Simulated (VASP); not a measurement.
Pd:

```
Pd
1.0
    -1.57228    1.57228    1.57228
     1.57228   -1.57228    1.57228
     1.57228    1.57228   -1.57228
Pd
1
Direct
  0.00000 0.00000 0.00000
```

```yaml
Program: VASP 6.6.1
Task: relaxation of cell and atoms
Functional: RPBE
Dispersion: D4
Potentials_or_basis: VASP PAW PBE potentials, release 64 (Pd)
Cutoff: 600 eV
k_mesh: 12 × 12 × 12
Occupations: fermi-dirac, width 0.05 eV
Spin: no spin polarisation
```

At the start: pressure -5.6 GPa; volume 15.55 Å³/atom.

How do energy, volume and symmetry change on relaxing?

Over 3 steps the energy falls by 9.9 meV/atom and the volume is 15.01 Å³/atom (-3.4 %); space group Im-3m (No. 229, to 0.05 Å).

The path:
```tsv
step	energy change (eV)	largest force (eV/Å)	pressure (GPa)	volume (Å³)
1	0.0000	0.0000	-5.64	15.55
2	0.0076	0.0000	8.98	14.35
3	-0.0099	0.0000	-0.03	15.01
```

Final structure:
```yaml
crystal:
  lattice:
    - [-1.55399, 1.55399, 1.55399]
    - [1.55399, -1.55399, 1.55399]
    - [1.55399, 1.55399, -1.55399]
  atoms:
    - { symbol: Pd, position: [0.00000, 0.00000, 0.00000] }
```

Caveat: the PAW data sets were made with another functional, which shifts forces and pressure a little; pairwise dispersion overbinds metals, which lowers pressure and volume.
